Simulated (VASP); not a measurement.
# InAs (I-4m2) in VASP: further runs

InAs is run at these levels: PBEsol; tasks: single point.

Everything below comes from runs of VASP 6.6.1. Logs are shortened: lines on timing, memory, paths and dates and some standing lists are left out, and cuts for length are marked.

## Step 1: The cell of the first run

It takes space group I-4m2 (No. 119, tetragonal). The conventional cell has a = 3.934 Å, b = 3.934 Å, c = 6.532 Å, α = 90.00°, β = 90.00°, γ = 90.00°. Within 3.4 Å of In (site symmetry -4m2) lie 4 As at 2.56 Å. As (site symmetry -4m2) has 4 In at 2.56 Å within 3.4 Å.

## Step 2: Single point, PBEsol (strain -0.080 along x and y, +0.080 along z)

The input, INCAR:

```
SYSTEM = InAs
PREC = Accurate
ENCUT = 520
EDIFF = 1E-6
ISMEAR = 0
SIGMA = 0.15
LREAL = .False.
LASPH = .True.
NELM = 100
ALGO = Normal
ISIF = 2
LWAVE = .False.
LCHARG = .True.
GGA = PS
LELF = .True.
LVHAR = .True.
NBANDS = 16
```

The input, KPOINTS:

```
Automatic mesh
0
Gamma
  14 14 14
  0 0 0
```

The input, POSCAR:

```
InAs
1.0
    0.0000000000      2.7820800000      3.2659200000
    2.7820800000      0.0000000000      3.2659200000
    2.7820800000      2.7820800000      0.0000000000
In As
1 1
Direct
    0.0000000000      0.0000000000      0.0000000000
    0.7500000000      0.7500000000      0.7500000000
```

Potentials or basis: VASP PAW PBE potentials, release 64 (In_d, As).

Run with:

```
$ cat potpaw_PBE.64/In_d/POTCAR potpaw_PBE.64/As/POTCAR > POTCAR
$ mpirun -np 1 vasp_std > vasp.out
```

OUTCAR:

```text
SYSTEM = InAs
   PREC = Accurate
   ENCUT = 520
   EDIFF = 1E-6
   ISMEAR = 0
   LREAL = .False.
   LASPH = .True.
   NELM = 100
   ISIF = 2
   GGA = PS

 ion  position               nearest neighbor table
   1  0.000  0.000  0.000-   2 2.56   2 2.56   2 2.56   2 2.56
   2  0.750  0.750  0.750-   1 2.56   1 2.56   1 2.56   1 2.56

  LATTYP: Found a body centered tetragonal cell.
 ALAT       =     3.9344552676
 C/A-ratio  =     1.6601637471

  Lattice vectors:

 A1 = (  -2.7820800000,   0.0000000000,   3.2659200000)
 A2 = (   2.7820800000,   0.0000000000,   3.2659200000)
 A3 = (   0.0000000000,   2.7820800000,  -3.2659200000)

Analysis of symmetry for initial positions (statically):
=====================================================================
 Subroutine PRICEL returns:
 Original cell was already a primitive cell.

 Routine SETGRP: Setting up the symmetry group for a
 body centered tetragonal supercell.

 Subroutine GETGRP returns: Found  8 space group operations
 (whereof  8 operations were pure point group operations)
 out of a pool of 16 trial point group operations.

The static configuration has the point symmetry D_2d.

Analysis of symmetry for dynamics (positions and initial velocities):
=====================================================================
 Subroutine PRICEL returns:
 Original cell was already a primitive cell.

 Routine SETGRP: Setting up the symmetry group for a
 body centered tetragonal supercell.

 Subroutine GETGRP returns: Found  8 space group operations
 (whereof  8 operations were pure point group operations)
 out of a pool of 16 trial point group operations.

The dynamic configuration has the point symmetry D_2d.

 Subroutine INISYM returns: Found  8 space group operations
 (whereof  8 operations are pure point group operations),
 and found     1 'primitive' translations

----------------------------------------------------------------------------------------

                                     Primitive cell

  volume of cell :      50.5562

  direct lattice vectors                    reciprocal lattice vectors
     0.000000000  2.782080000  3.265920000    -0.179721647  0.179721647  0.153096218
     2.782080000  0.000000000  3.265920000     0.179721647 -0.179721647  0.153096218
     2.782080000  2.782080000  0.000000000     0.179721647  0.179721647 -0.153096218

  length of vectors
     4.290245048  4.290245048  3.934455268     0.296712306  0.296712306  0.296712306

  position of ions in fractional coordinates (direct lattice)
     0.000000000  0.000000000  0.000000000
     0.750000000  0.750000000  0.750000000

  ion indices of the primitive-cell ions
   primitive index   ion index
                 1           1
                 2           2

----------------------------------------------------------------------------------------

 KPOINTS: Automatic mesh

Automatic generation of k-mesh.
 Grid dimensions read from file:
 generate k-points for:   14   14   14

 Generating k-lattice:

  Cartesian coordinates                     Fractional coordinates (reciprocal lattice)
    -0.012837261  0.012837261  0.010935444     0.071428571  0.000000000  0.000000000
     0.012837261 -0.012837261  0.010935444     0.000000000  0.071428571  0.000000000
     0.012837261  0.012837261 -0.010935444     0.000000000  0.000000000  0.071428571

  Length of vectors
     0.021193736  0.021193736  0.021193736

  Shift w.r.t. Gamma in fractional coordinates (k-lattice)
     0.000000000  0.000000000  0.000000000

 Subroutine IBZKPT returns following result:
 ===========================================

 Found    244 irreducible k-points:

 Following reciprocal coordinates:
            Coordinates               Weight
  0.000000  0.000000  0.000000      1.000000
  0.071429  0.000000  0.000000      8.000000
  0.142857  0.000000  0.000000      8.000000
  0.214286  0.000000  0.000000      8.000000
  0.285714  0.000000  0.000000      8.000000
  0.357143  0.000000  0.000000      8.000000
[... 16 lines left out ...]
  0.214286  0.142857  0.000000      8.000000
  0.285714  0.142857  0.000000      8.000000
 [... further k-points ...]
   k-points           NKPTS =    244   k-points in BZ     NKDIM =    244   number of bands    NBANDS=     16
   number of dos      NEDOS =    301   number of ions     NIONS =      2
   total plane-waves  NPLWV =  30720
   dimension x,y,z NGX =    32 NGY =   32 NGZ =   30
   dimension x,y,z NGXF=    64 NGYF=   64 NGZF=   60
   ions per type =               1   1
   NGX,Y,Z   is equivalent  to a cutoff of  12.40, 12.40, 12.68 a.u.
   NGXF,Y,Z  is equivalent  to a cutoff of  24.80, 24.80, 25.35 a.u.
 SYSTEM =  InAs
   PREC   = accura    normal or accurate (medium, high low for compatibility)
   ISTART =      0    job   : 0-new  1-cont  2-samecut
   ICHARG =      2    charge: 1-file 2-atom 10-const
   ISPIN  =      1    spin polarized calculation?
   LNONCOLLINEAR =      F non collinear calculations
   LSORBIT =      F    spin-orbit coupling
   LASPH  =      T    aspherical Exc in radial PAW
   ENCUT  =  520.0 eV  38.22 Ry    6.18 a.u.   7.98  7.98  7.32*2*pi/ulx,y,z
   NELM   =    100;   NELMIN=  2; NELMDL= -5     # of ELM steps
   EDIFF  = 0.1E-05   stopping-criterion for ELM
   LREAL  =      F    real-space projection
   EDIFFG = 0.1E-04   stopping-criterion for IOM
   NSW    =      0    number of steps for IOM
   IBRION =     -1    ionic relax: 0-MD 1-quasi-New 2-CG
   NFREE  =      0    steps in history (QN), initial steepest desc. (CG)
   ISIF   =      2    stress and relaxation
   ISYM   =      2    0-nonsym 1-usesym 2-fastsym
   POTIM  = 0.5000    time-step for ionic-motion
   TEBEG  =    0.0;   TEEND  =   0.0 temperature during run
   PSTRESS=    0.0 pullay stress
   NELECT =      18.0000    total number of electrons
   NUPDOWN=      -1.0000    fix difference up-down
   EMIN   =  10.00;   EMAX   =-10.00  energy-range for DOS
   EFERMI =   0.00;   METHOD = LEGACY
   ISMEAR =     0;   SIGMA  =   0.15  broadening in eV -4-tet -1-fermi 0-gaus
   EFERMI_NEDOS =   21; number of points for ismear=-14 and -15
   IALGO  =     38    algorithm
   IMIX   =      4    mixing-type and parameters
     AMIX     =   0.40;   BMIX     =  1.00
     AMIX_MAG =   1.60;   BMIX_MAG =  1.00
  volume/ion in A,a.u.               =      25.28       170.59
  Fermi-wavevector in a.u.,A,eV,Ry     =   1.160310  2.192668 18.317790  1.346320
  Thomas-Fermi vector in A             =   2.296894
   LORBIT       =      0    0 simple, 1 ext, 2 COOP (PROOUT), +10 PAW based schemes
   GGA     = PS    functional components
   LHFCALC =     F    Hartree Fock is set to
   AEXX    =    0.0000 exact exchange contribution
   IVDW    =     0    specifies the selected vdW correction
   LEPSILON=     F    determine dielectric tensor
   LRPA    =     F    only Hartree local field effects (RPA)
 non-spin polarized calculation
 Gauss-broadening in eV      SIGMA  =   0.15
  energy-cutoff  :      520.00
  volume of cell :       50.56
 maximum number of plane-waves:      1388
   NGX = 15   NGY = 15   NGZ = 15

 number of electron      18.0000004 magnetization

 Free energy of the ion-electron system (eV)
  ---------------------------------------------------
  ext. energy  EPLUGINS =         0.00000000
  ---------------------------------------------------
  free energy    TOTEN  =        -8.24909981 eV

  energy without entropy =       -8.24889753  energy(sigma->0) =       -8.24899867

 E-fermi :   5.7787     XC(G=0):  -9.7034

 val. band max:        5.6619230961   @ k =   0.0000   0.0000   0.0000
 cond. band min:       5.9910734685   @ k =   0.5000   0.0000   0.0000
 fundamental gap:      0.3291503724
 Fermi energy:         5.7786903450

 k-point     1 :       0.0000    0.0000    0.0000
  band No.  band energies     occupation
      1      -9.2792      2.00000
      2      -9.2075      2.00000
      3      -9.2075      2.00000
      4      -9.0888      2.00000
      5      -9.0754      2.00000
      6      -7.1167      2.00000
[... 8 lines left out ...]
     15      13.6650      0.00000
     16      14.0356      0.00000

 k-point     2 :       0.0714    0.0000    0.0000
  band No.  band energies     occupation
      1      -9.2792      2.00000
      2      -9.2154      2.00000
      3      -9.2052      2.00000
      4      -9.0867      2.00000
      5      -9.0764      2.00000
      6      -7.0541      2.00000
[... 8 lines left out ...]
     15      13.6132      0.00000
     16      14.6566      0.00000

 k-point     3 :       0.1429    0.0000    0.0000
  band No.  band energies     occupation
      1      -9.2861      2.00000
      2      -9.2292      2.00000
      3      -9.1988      2.00000
      4      -9.0810      2.00000
      5      -9.0791      2.00000
      6      -6.8714      2.00000
[... 8 lines left out ...]
     15      14.2008      0.00000
     16      15.1197      0.00000

 k-point     4 :       0.2143    0.0000    0.0000
  band No.  band energies     occupation
      1      -9.3113      2.00000
      2      -9.2312      2.00000
      3      -9.1901      2.00000
      4      -9.0825      2.00000
      5      -9.0727      2.00000
      6      -6.5836      2.00000
[... 8 lines left out ...]
     15      14.5999      0.00000
     16      14.6040      0.00000
[... 324 lines left out ...]
 k-point    22 :       0.1429    0.1429    0.0000
  band No.  band energies     occupation
      1      -9.3248      2.00000
      2      -9.1912      2.00000
      3      -9.1912      2.00000
      4      -9.0838      2.00000
      5      -9.0728      2.00000
      6      -6.8540      2.00000
[... 8 lines left out ...]
     15      14.2176      0.00000
     16      16.7018      0.00000

 k-point    23 :       0.2143    0.1429    0.0000
  band No.  band energies     occupation
      1      -9.3434      2.00000
      2      -9.1886      2.00000
      3      -9.1825      2.00000
      4      -9.0817      2.00000
      5      -9.0725      2.00000
      6      -6.6692      2.00000
[... 8 lines left out ...]
     15      14.9445      0.00000
     16      16.3576      0.00000

 k-point    24 :       0.2857    0.1429    0.0000
  band No.  band energies     occupation
      1      -9.3616      2.00000
      2      -9.1924      2.00000
      3      -9.1732      2.00000
      4      -9.0767      2.00000
      5      -9.0738      2.00000
      6      -6.3825      2.00000
[... 8 lines left out ...]
     15      15.4864      0.00000
     16      15.8666      0.00000

 [... further k-points ...]

------------------------ aborting loop because EDIFF is reached ----------------------------------------

  FORCE on cell =-STRESS in cart. coord.  units (eV):
  Direction    XX          YY          ZZ          XY          YZ          ZX
  --------------------------------------------------------------------------------------
  -------------------------------------------------------------------------------------
  Total        3.0521201      3.0521201      0.7913637      0.0000000     -0.0000000     -0.0000000
  in kB       96.7247098     96.7247098     25.0790987      0.0000000     -0.0000000     -0.0000000
  external PRESSURE =      72.8428394 kB  Pullay stress =       0.0000000 kB

 VOLUME and BASIS-vectors are now :
 -----------------------------------------------------------------------------
  energy-cutoff  :      520.00
  volume of cell :       50.56
      direct lattice vectors                 reciprocal lattice vectors
     0.000000000  2.782080000  3.265920000    -0.179721647  0.179721647  0.153096218
     2.782080000  0.000000000  3.265920000     0.179721647 -0.179721647  0.153096218
     2.782080000  2.782080000  0.000000000     0.179721647  0.179721647 -0.153096218

 POSITION                                       TOTAL-FORCE (eV/Angst)
 -----------------------------------------------------------------------------------
      0.00000      0.00000      0.00000         0.000000      0.000000      0.000000
      4.17312      4.17312      4.89888        -0.000000     -0.000000     -0.000000
 -----------------------------------------------------------------------------------
    total drift:                               -0.000003     -0.000003     -0.000002

  FREE ENERGIE OF THE ION-ELECTRON SYSTEM (eV)
  ---------------------------------------------------
  free  energy   TOTEN  =        -8.2490998058 eV

  energy  without entropy=       -8.2488975262  energy(sigma->0) =       -8.24899867
```

It took 66 s on 1 thread of Intel Xeon 6975P-C (Granite Rapids), shared host; peak memory 0.34 GiB.

Results:

```
Free energy            : -8.2491 eV
Pressure               : 7.3 GPa
Band gap on the k mesh : zero (filled and empty bands touch)
```

Stress tensor (GPa, compression positive):
```
9.67 0.00 0.00
0.00 9.67 0.00
0.00 0.00 2.51
```

Levels at points of the mesh, in eV from the Fermi level:
```
           k point  band 6  band 7  band 8  band 9  band 10  band 11  band 12  band 13
(0.00, 0.00, 0.00)  -12.90   -1.19   -0.46   -0.12    -0.12     3.48     3.48     3.78
(0.50, 0.00, 0.00)  -11.13   -6.71   -2.20   -0.90     0.21     4.16     4.85     6.55
(0.50, 0.50, 0.00)  -10.90   -7.38   -2.37   -2.37     1.53     2.54     8.07     9.30
(0.50, 0.00, 0.50)  -10.30   -6.33   -3.37   -3.30     0.57     1.06     7.91     8.74
```

Caveat: the cell differs from its parent crystal (strain -0.080 along x and y, +0.080 along z); the PAW data sets were made with another functional, which shifts forces and pressure a little; spin-orbit coupling is left out, which moves the levels of the heavy elements.

## Step 3: Single point, PBEsol (strain +0.000 along x and y, +0.080 along z)

The input, INCAR:

```
PREC = Accurate
ENCUT = 520
EDIFF = 1E-6
ISMEAR = 0
SIGMA = 0.15
LREAL = False
LASPH = True
NELM = 80
ALGO = Normal
ISIF = 2
LWAVE = False
LCHARG = False
GGA = PS
NBANDS = 16
```

The input, KPOINTS:

```
regular mesh
0
Gamma
  14 14 14
```

The input, POSCAR:

```
InAs
1.0
    0.0000000000      3.0240000000      3.2659200000
    3.0240000000      0.0000000000      3.2659200000
    3.0240000000      3.0240000000      0.0000000000
In As
1 1
Direct
    0.0000000000      0.0000000000      0.0000000000
    0.7500000000      0.7500000000      0.7500000000
```

Potentials or basis: VASP PAW PBE potentials, release 64 (In_d, As).

Run with:

```
$ cat potpaw_PBE.64/In_d/POTCAR potpaw_PBE.64/As/POTCAR > POTCAR
$ mpirun -np 1 vasp_std > vasp.out
```

OUTCAR:

```text
PREC = Accurate
   ENCUT = 520
   EDIFF = 1E-6
   ISMEAR = 0
   LREAL = False
   LASPH = True
   NELM = 80
   ISIF = 2
   GGA = PS

 ion  position               nearest neighbor table
   1  0.000  0.000  0.000-   2 2.69   2 2.69   2 2.69   2 2.69
   2  0.750  0.750  0.750-   1 2.69   1 2.69   1 2.69   1 2.69

  LATTYP: Found a body centered tetragonal cell.
 ALAT       =     4.2765818126
 C/A-ratio  =     1.5273506474

  Lattice vectors:

 A1 = (  -3.0240000000,   0.0000000000,   3.2659200000)
 A2 = (   3.0240000000,   0.0000000000,   3.2659200000)
 A3 = (   0.0000000000,   3.0240000000,  -3.2659200000)

Analysis of symmetry for initial positions (statically):
=====================================================================
 Subroutine PRICEL returns:
 Original cell was already a primitive cell.

 Routine SETGRP: Setting up the symmetry group for a
 body centered tetragonal supercell.

 Subroutine GETGRP returns: Found  8 space group operations
 (whereof  8 operations were pure point group operations)
 out of a pool of 16 trial point group operations.

The static configuration has the point symmetry D_2d.
[... 161 lines left out ...]

 E-fermi :   3.8682     XC(G=0):  -8.9564

 val. band max:        3.7525365427   @ k =   0.0000   0.0000   0.0000
 cond. band min:       4.1109664312   @ k =   0.0714   0.0000   0.0000
 fundamental gap:      0.3584298886
 Fermi energy:         3.8682152562

 k-point     1 :       0.0000    0.0000    0.0000
  band No.  band energies     occupation
      1     -10.5873      2.00000
      2     -10.5602      2.00000
      3     -10.5602      2.00000
      4     -10.4792      2.00000
      5     -10.4676      2.00000
      6      -7.7796      2.00000
[... 433 lines left out ...]
      3     -10.5388      2.00000
      4     -10.4754      2.00000
      5     -10.4695      2.00000
      6      -7.1900      2.00000
[... 8 lines left out ...]
     15      13.0526      0.00000
     16      13.4119      0.00000

 [... further k-points ...]

------------------------ aborting loop because EDIFF is reached ----------------------------------------

  FORCE on cell =-STRESS in cart. coord.  units (eV):
  Direction    XX          YY          ZZ          XY          YZ          ZX
  --------------------------------------------------------------------------------------
  -------------------------------------------------------------------------------------
  Total       -0.6648851     -0.6648851     -1.8154679      0.0000000      0.0000000      0.0000000
  in kB      -17.8343817    -17.8343817    -48.6967566      0.0000000      0.0000000      0.0000000
  external PRESSURE =     -28.1218400 kB  Pullay stress =       0.0000000 kB

 VOLUME and BASIS-vectors are now :
 -----------------------------------------------------------------------------
  energy-cutoff  :      520.00
  volume of cell :       59.73
      direct lattice vectors                 reciprocal lattice vectors
     0.000000000  3.024000000  3.265920000    -0.165343915  0.165343915  0.153096218
     3.024000000  0.000000000  3.265920000     0.165343915 -0.165343915  0.153096218
     3.024000000  3.024000000  0.000000000     0.165343915  0.165343915 -0.153096218

 POSITION                                       TOTAL-FORCE (eV/Angst)
 -----------------------------------------------------------------------------------
      0.00000      0.00000      0.00000        -0.000000     -0.000000      0.000000
      4.53600      4.53600      4.89888         0.000000      0.000000     -0.000000
 -----------------------------------------------------------------------------------
    total drift:                               -0.000003     -0.000003      0.000002

  FREE ENERGIE OF THE ION-ELECTRON SYSTEM (eV)
  ---------------------------------------------------
  free  energy   TOTEN  =        -8.4340252787 eV

  energy  without entropy=       -8.4338386779  energy(sigma->0) =       -8.43393198
```

OSZICAR:

```text
N       E                     dE             d eps       ncg     rms          rms(c)
DAV:   1     0.112075248060E+03    0.11208E+03   -0.82126E+03  7824   0.119E+03
DAV:   2    -0.990752568001E+00   -0.11307E+03   -0.10842E+03  8624   0.292E+02
DAV:   3    -0.850596629605E+01   -0.75152E+01   -0.74773E+01 10272   0.742E+01
DAV:   4    -0.869859935897E+01   -0.19263E+00   -0.19259E+00  9752   0.134E+01
DAV:   5    -0.870768792236E+01   -0.90886E-02   -0.90884E-02 11752   0.244E+00    0.389E+00
DAV:   6    -0.846079178086E+01    0.24690E+00   -0.38044E-01 12368   0.104E+01    0.212E+00
DAV:   7    -0.843513842392E+01    0.25653E-01   -0.91725E-02 10760   0.276E+00    0.651E-01
DAV:   8    -0.843367877828E+01    0.14596E-02   -0.10581E-02  9848   0.113E+00    0.154E-01
DAV:   9    -0.843395002526E+01   -0.27125E-03   -0.82319E-04 10256   0.266E-01    0.909E-02
DAV:  10    -0.843400613443E+01   -0.56109E-04   -0.95282E-05 12128   0.116E-01    0.532E-02
DAV:  11    -0.843402517760E+01   -0.19043E-04   -0.44450E-05  9512   0.788E-02    0.335E-02
DAV:  12    -0.843402527866E+01   -0.10106E-06   -0.34118E-06  8760   0.156E-02
   1 F= -.84340253E+01 E0= -.84339320E+01  d E =-.186601E-03
```

Run time: 81 s. Hardware: 1 thread of Intel Xeon 6975P-C (Granite Rapids), shared host; peak memory 0.37 GiB.

Results:

```
Free energy            : -8.4340 eV
Pressure               : -2.8 GPa
Band gap on the k mesh : zero (filled and empty bands touch)
```

Caveat: the cell differs from its parent crystal (strain +0.000 along x and y, +0.080 along z); the PAW data sets were made with another functional, which shifts forces and pressure a little; spin-orbit coupling is left out, which moves the levels of the heavy elements.

[end of part 1 of 2]
